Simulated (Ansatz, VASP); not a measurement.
## One calculation of AlNi3, two programs

```xyz
4
Lattice="2.6146 0.0000 0.0000 -1.3073 2.2643 0.0000 0.0000 0.0000 7.8653" Properties=species:S:1:pos:R:3 pbc="T T T"
Al    0.0000    1.5095    3.9327
Ni    0.0000    1.5095    0.0000
Ni    1.3073    0.7548    2.0091
Ni    1.3073    0.7548    5.8562
```

Alike in both runs: functional PBE; k mesh 6 × 6 × 2; occupations gaussian, width 0.1 eV; collinear spin.

Ansatz relaxed the structure, and its values are those at the end. VASP's run is a single point on that final structure, the one shown.

|  | VASP | Ansatz |
| --- | --- | --- |
| version | VASP 6.6.1 | Ansatz 0.2.0 |
| potentials or method | VASP PAW PBE potentials, release 64 (Al, Ni), cutoff 520 eV | scalar-relativistic, plane waves, PAW |
| valence electrons in the cell | 33 | 57 |

|  | VASP | Ansatz | Ansatz less VASP |
| --- | --- | --- | --- |
| gap on the k mesh at the Fermi level (eV) | none | none | - |
| pressure (GPa) | 0.1 | -0.1 | -0.24 |
| rms of the force components (eV/Å) | 0.009 | 0.002 | -0.0066 |
| net moment per atom (μB) | 0.09 | 0.07 | -0.017 |
| size of the moment on the site where the two differ most (μB) | 0.24 | 0.21 | -0.026 |

Site moments also hang on the region over which each program counts them. A gap of «none» marks a metal or a gap that the smearing closes. The functional is the same, so the differences come from potentials, cutoffs and numerics. VASP's potentials hold 33 valence electrons a cell and Ansatz's 57, so a difference there can come from the potentials and not from the codes. Ansatz's warnings: seeded moment not kept.

The k mesh is coarse, so the values compare programs but aren't converged.
